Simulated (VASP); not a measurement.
# GaN (P6_3mc) in VASP: notebook

Runs on GaN. Level: PBE. Tasks: single point.

All numbers are computed with VASP 6.6.1; they aren't measurements. Logs are shortened: lines on timing, memory, paths and dates and some standing lists are left out, and cuts for length are marked.

**1. The cell of the first run**

It takes space group P6_3mc (No. 186, hexagonal). Conventional cell: a = 3.180 Å, b = 3.180 Å, c = 5.166 Å, α = 90.00°, β = 90.00°, γ = 120.00°. Within 2.6 Å of Ga (site symmetry 3m) lie 4 N at 1.94 to 1.95 Å. Within 2.6 Å of N (site symmetry 3m) lie 4 Ga at 1.94 to 1.95 Å.

**2. Single point, PBE**

INCAR

```
PREC = Accurate
ENCUT = 520
EDIFF = 1E-6
ISMEAR = -1
SIGMA = 0.02
LREAL = False
LASPH = True
NELM = 80
ALGO = Normal
ISIF = 2
LWAVE = False
LCHARG = True
GGA = PE
LELF = True
LVHAR = True
NBANDS = 26
```

KPOINTS

```
Automatic mesh
0
Gamma
  10 10 6
```

POSCAR

```
GaN
1.0
    3.1800000000      0.0000000000      0.0000000000
   -1.5900000000      2.7539607840      0.0000000000
    0.0000000000      0.0000000000      5.1660000000
Ga N
2 2
Direct
    0.3333333333      0.6666666667     -0.0010334306
    0.6666666667      0.3333333333      0.4989665694
    0.3333333333      0.6666666667      0.3760334306
    0.6666666667      0.3333333333      0.8760334306
```

Potentials or basis: VASP PAW PBE potentials, release 64 (Ga_d, N).

Command:

```console
$ cat potpaw_PBE.64/Ga_d/POTCAR potpaw_PBE.64/N/POTCAR > POTCAR
$ mpirun -np 1 vasp_std > vasp.out
```

OUTCAR:

```text
PREC = Accurate
   ENCUT = 520
   EDIFF = 1E-6
   ISMEAR = -1
   LREAL = False
   LASPH = True
   NELM = 80
   ISIF = 2
   GGA = PE

 ion  position               nearest neighbor table
   1  0.333  0.667  0.999-   4 1.94   4 1.94   4 1.94   3 1.95
   2  0.667  0.333  0.499-   3 1.94   3 1.94   3 1.94   4 1.95
   3  0.333  0.667  0.376-   2 1.94   2 1.94   2 1.94   1 1.95
   4  0.667  0.333  0.876-   1 1.94   1 1.94   1 1.94   2 1.95

  LATTYP: Found a hexagonal cell.
 ALAT       =     3.1800000000
 C/A-ratio  =     1.6245283019

  Lattice vectors:

 A1 = (   3.1800000000,   0.0000000000,   0.0000000000)
 A2 = (  -1.5900000000,   2.7539607840,   0.0000000000)
 A3 = (   0.0000000000,   0.0000000000,   5.1660000000)

Analysis of symmetry for initial positions (statically):
=====================================================================
 Subroutine PRICEL returns:
 Original cell was already a primitive cell.

 Routine SETGRP: Setting up the symmetry group for a
 hexagonal supercell.

 Subroutine GETGRP returns: Found 12 space group operations
 (whereof  6 operations were pure point group operations)
 out of a pool of 24 trial point group operations.

The static configuration has the point symmetry C_3v.
 The point group associated with its full space group is C_6v.

Analysis of symmetry for dynamics (positions and initial velocities):
=====================================================================
 Subroutine PRICEL returns:
 Original cell was already a primitive cell.

 Routine SETGRP: Setting up the symmetry group for a
 hexagonal supercell.

 Subroutine GETGRP returns: Found 12 space group operations
 (whereof  6 operations were pure point group operations)
 out of a pool of 24 trial point group operations.

The dynamic configuration has the point symmetry C_3v.
 The point group associated with its full space group is C_6v.

 Subroutine INISYM returns: Found 12 space group operations
 (whereof  6 operations are pure point group operations),
 and found     1 'primitive' translations

----------------------------------------------------------------------------------------

                                     Primitive cell

  volume of cell :      45.2417

  direct lattice vectors                    reciprocal lattice vectors
[... 82 lines left out ...]
   PREC   = accura    normal or accurate (medium, high low for compatibility)
   ISTART =      0    job   : 0-new  1-cont  2-samecut
   ICHARG =      2    charge: 1-file 2-atom 10-const
   ISPIN  =      1    spin polarized calculation?
   LNONCOLLINEAR =      F non collinear calculations
   LSORBIT =      F    spin-orbit coupling
   LASPH  =      T    aspherical Exc in radial PAW
   ENCUT  =  520.0 eV  38.22 Ry    6.18 a.u.   5.91  5.91  9.61*2*pi/ulx,y,z
   NELM   =     80;   NELMIN=  2; NELMDL= -5     # of ELM steps
   EDIFF  = 0.1E-05   stopping-criterion for ELM
   LREAL  =      F    real-space projection
   EDIFFG = 0.1E-04   stopping-criterion for IOM
   NSW    =      0    number of steps for IOM
   IBRION =     -1    ionic relax: 0-MD 1-quasi-New 2-CG
   NFREE  =      0    steps in history (QN), initial steepest desc. (CG)
   ISIF   =      2    stress and relaxation
   ISYM   =      2    0-nonsym 1-usesym 2-fastsym
   POTIM  = 0.5000    time-step for ionic-motion
   TEBEG  =    0.0;   TEEND  =   0.0 temperature during run
   PSTRESS=    0.0 pullay stress
   NELECT =      36.0000    total number of electrons
   NUPDOWN=      -1.0000    fix difference up-down
   EMIN   =  10.00;   EMAX   =-10.00  energy-range for DOS
   EFERMI =   0.00;   METHOD = LEGACY
   ISMEAR =    -1;   SIGMA  =   0.02  broadening in eV -4-tet -1-fermi 0-gaus
   EFERMI_NEDOS =   21; number of points for ismear=-14 and -15
   IALGO  =     38    algorithm
   IMIX   =      4    mixing-type and parameters
     AMIX     =   0.40;   BMIX     =  1.00
     AMIX_MAG =   1.60;   BMIX_MAG =  1.00
  volume/ion in A,a.u.               =      11.31        76.33
  Fermi-wavevector in a.u.,A,eV,Ry     =   1.517036  2.866782 31.312427  2.301398
  Thomas-Fermi vector in A             =   2.626345
   LORBIT       =      0    0 simple, 1 ext, 2 COOP (PROOUT), +10 PAW based schemes
   GGA     = PE    functional components
   LHFCALC =     F    Hartree Fock is set to
   AEXX    =    0.0000 exact exchange contribution
   IVDW    =     0    specifies the selected vdW correction
   LEPSILON=     F    determine dielectric tensor
   LRPA    =     F    only Hartree local field effects (RPA)
 non-spin polarized calculation
  energy-cutoff  :      520.00
  volume of cell :       45.24
 maximum number of plane-waves:      1240
 NGX is ok and might be reduce to    24
   NGX = 11   NGY = 11   NGZ = 19

 number of electron      36.0000002 magnetization

 Free energy of the ion-electron system (eV)
  ---------------------------------------------------
  ext. energy  EPLUGINS =         0.00000000
  ---------------------------------------------------
  free energy    TOTEN  =       -24.28651251 eV

  energy without entropy =      -24.28651251  energy(sigma->0) =      -24.28651251

 E-fermi :   5.8304     XC(G=0): -11.7219

 val. band max:        5.4213032286   @ k =   0.0000   0.0000   0.0000
 cond. band min:       7.4074207466   @ k =   0.0000   0.0000   0.0000
 fundamental gap:      1.9861175180
 Fermi energy:         5.8303584379

 k-point     1 :       0.0000    0.0000    0.0000
  band No.  band energies     occupation
      1     -10.6379      2.00000
      2      -9.6835      2.00000
      3      -8.0191      2.00000
      4      -8.0041      2.00000
      5      -8.0041      2.00000
      6      -7.9405      2.00000
[... 685 lines left out ...]
     25      17.4703      0.00000
     26      18.8817      0.00000

 [... further k-points ...]
[... 5 lines left out ...]
  --------------------------------------------------------------------------------------
  -------------------------------------------------------------------------------------
  Total        1.9916666      1.9916666      2.2440123      0.0000000      0.0000000      0.0000000
  in kB       70.5322844     70.5322844     79.4687781      0.0000000      0.0000000      0.0000000
  external PRESSURE =      73.5111156 kB  Pullay stress =       0.0000000 kB

 VOLUME and BASIS-vectors are now :
 -----------------------------------------------------------------------------
  energy-cutoff  :      520.00
  volume of cell :       45.24
      direct lattice vectors                 reciprocal lattice vectors
     3.180000000  0.000000000  0.000000000     0.314465409  0.181556688  0.000000000
    -1.590000000  2.753960784  0.000000000     0.000000000  0.363113377  0.000000000
     0.000000000  0.000000000  5.166000000     0.000000000  0.000000000  0.193573364

 POSITION                                       TOTAL-FORCE (eV/Angst)
 -----------------------------------------------------------------------------------
     -0.00000      1.83597      5.16066        -0.000000      0.000000     -0.002645
      1.59000      0.91799      2.57766         0.000000     -0.000000     -0.002645
     -0.00000      1.83597      1.94259         0.000000      0.000000      0.002645
      1.59000      0.91799      4.52559         0.000000      0.000000      0.002645
 -----------------------------------------------------------------------------------
    total drift:                               -0.000001     -0.000001     -0.000664

  FREE ENERGIE OF THE ION-ELECTRON SYSTEM (eV)
  ---------------------------------------------------
  free  energy   TOTEN  =       -24.2865125141 eV

  energy  without entropy=      -24.2865125141  energy(sigma->0) =      -24.28651251
```

OSZICAR:

```text
N       E                     dE             d eps       ncg     rms          rms(c)
DAV:   1     0.281783708381E+03    0.28178E+03   -0.17670E+04  3144   0.260E+03
DAV:   2     0.838651343701E+01   -0.27340E+03   -0.25706E+03  3152   0.491E+02
DAV:   3    -0.270865905925E+02   -0.35473E+02   -0.34947E+02  3436   0.144E+02
DAV:   4    -0.283112223010E+02   -0.12246E+01   -0.12193E+01  3438   0.285E+01
DAV:   5    -0.283363213875E+02   -0.25099E-01   -0.25056E-01  3554   0.402E+00    0.110E+01
DAV:   6    -0.242043968391E+02    0.41319E+01   -0.10010E+01  4818   0.494E+01    0.306E+00
DAV:   7    -0.243046524956E+02   -0.10026E+00   -0.14474E+00  3118   0.903E+00    0.272E+00
DAV:   8    -0.242999083836E+02    0.47441E-02   -0.14260E-01  4810   0.515E+00    0.767E-01
DAV:   9    -0.242859838339E+02    0.13925E-01   -0.47328E-02  4778   0.371E+00    0.333E-01
DAV:  10    -0.242865582925E+02   -0.57446E-03   -0.39401E-03  3086   0.413E-01    0.618E-02
DAV:  11    -0.242865112213E+02    0.47071E-04   -0.42666E-04  4358   0.380E-01    0.347E-02
DAV:  12    -0.242865103248E+02    0.89649E-06   -0.52532E-05  4024   0.729E-02    0.524E-03
DAV:  13    -0.242865125526E+02   -0.22279E-05   -0.10456E-05  4140   0.327E-02    0.103E-02
DAV:  14    -0.242865125141E+02    0.38488E-07   -0.15850E-06  2352   0.109E-02
   1 F= -.24286513E+02 E0= -.24286513E+02  d E =-.469765E-11
```

It took 40 s on 1 thread of AMD EPYC 9R45 (Zen 5), shared host; peak memory 0.16 GiB.

What came out:

```
Free energy            : -24.2865 eV
Pressure               : 7.4 GPa
Band gap on the k mesh : 1.99 eV
```

Forces in eV/Å, atoms in the order of the input:
```
Ga   0.000  0.000 -0.003
Ga   0.000  0.000 -0.003
N    0.000  0.000  0.003
N    0.000  0.000  0.003
```

Caveat: the cell stands under pressure.

**3. Single point, PBE**

INCAR

```
SYSTEM = GaN
PREC     = Accurate       ! precision mode
ENCUT    = 520            ! plane-wave cutoff, eV
EDIFF    = 1E-7           ! SCF threshold, eV
ISMEAR   = -1             ! smearing method
SIGMA    = 0.02           ! smearing width, eV
LREAL    = .FALSE.        ! projectors in reciprocal space
LASPH    = .TRUE.         ! aspherical terms in the spheres
NELM     = 100            ! most SCF steps
ALGO     = Normal         ! electronic algorithm
ISIF     = 2              ! what is computed and relaxed
LWAVE    = .FALSE.        ! write WAVECAR
LCHARG   = .FALSE.        ! write CHGCAR
GGA      = PE             ! functional
NBANDS   = 26             ! bands
```

KPOINTS

```
Automatic mesh
0
G
  10 10 6
  0 0 0
```

POSCAR

```
GaN
1.0
    3.1800000000      0.0000000000      0.0000000000
   -1.5900000000      2.7539607840      0.0000000000
    0.0000000000      0.0000000000      5.1660000000
Ga N
2 2
Direct
    0.3333333333      0.6666666667     -0.0010334416
    0.6666666667      0.3333333333      0.4989665584
    0.3333333333      0.6666666667      0.3760334416
    0.6666666667      0.3333333333      0.8760334416
```

Potentials or basis: VASP PAW PBE potentials, release 64 (Ga_d, N).

Command:

```console
$ cat potpaw_PBE.64/Ga_d/POTCAR potpaw_PBE.64/N/POTCAR > POTCAR
$ mpirun -np 1 vasp_std > vasp.out
```

It took 1.9 min on 1 thread of AMD EPYC 7R13, shared host; peak memory 0.16 GiB.

It converged, with:

```
Free energy            : -24.2865 eV
Pressure               : 7.3 GPa
Band gap on the k mesh : 1.99 eV
```

Forces on the atoms (eV/Å):
```
Ga   0.000  0.000 -0.003
Ga   0.000  0.000 -0.003
N    0.000  0.000  0.003
N    0.000  0.000  0.003
```

Stress tensor (GPa, compression positive):
```
7.01 0.00 0.00
0.00 7.01 0.00
0.00 0.00 7.90
```

Levels at points of the mesh, in eV from the valence-band top:
```
           k point  band 14  band 15  band 16  band 17  band 18  band 19  band 20  band 21  band 22  band 23
(0.00, 0.00, 0.00)    -1.05    -1.05    -0.03     0.00     0.00     1.99     4.29     9.27     9.93     9.93
(0.50, 0.00, 0.00)    -5.31    -4.23    -2.78    -2.22    -1.01     5.08     5.63     6.10     8.68    10.44
(0.00, 0.00, 0.50)    -3.84    -0.54    -0.54    -0.54    -0.54     4.31     4.31     8.54     8.54    10.45
(0.50, 0.00, 0.50)    -6.64    -1.97    -1.97    -1.89    -1.89     4.45     4.45     7.83     7.83    10.03
```

Caveat: the cell stands under pressure. As with any semilocal functional, this PBE gap is likely too small.
